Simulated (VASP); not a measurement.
Sb:

```xyz
2
Lattice="2.1251 1.2269 3.7072 -2.1251 1.2269 3.7072 0.0000 -2.4538 3.7072" Properties=species:S:1:pos:R:3 pbc="T T T"
Sb    0.0000    0.0000    8.5248
Sb    0.0000    0.0000    2.5968
```

Base run:

```yaml
Program: VASP 6.6.1
Functional: r2SCAN
Potentials_or_basis: VASP PAW PBE potentials, release 64 (Sb_d_GW)
Cutoff: 550 eV
k_mesh: 8 × 8 × 8
Occupations: fermi-dirac, width 0.05 eV
Spin: no spin polarisation
```

Its results: pressure 4.4 GPa; largest force 0.239 eV/Å.

**Question.** The run is repeated on the same cell with these changes: functional from r2SCAN to HSE06; cutoff from 550 eV to 400 eV; k mesh from 8 × 8 × 8 to 4 × 4 × 4. What comes out?

**Answer.** Pressure 3.1 GPa; largest force 0.096 eV/Å.

Several settings changed at once.

Caveats: some runs use coarse meshes; the PAW data sets were made with another functional, which shifts forces and pressure a little; the cell stands under pressure (at least some runs).
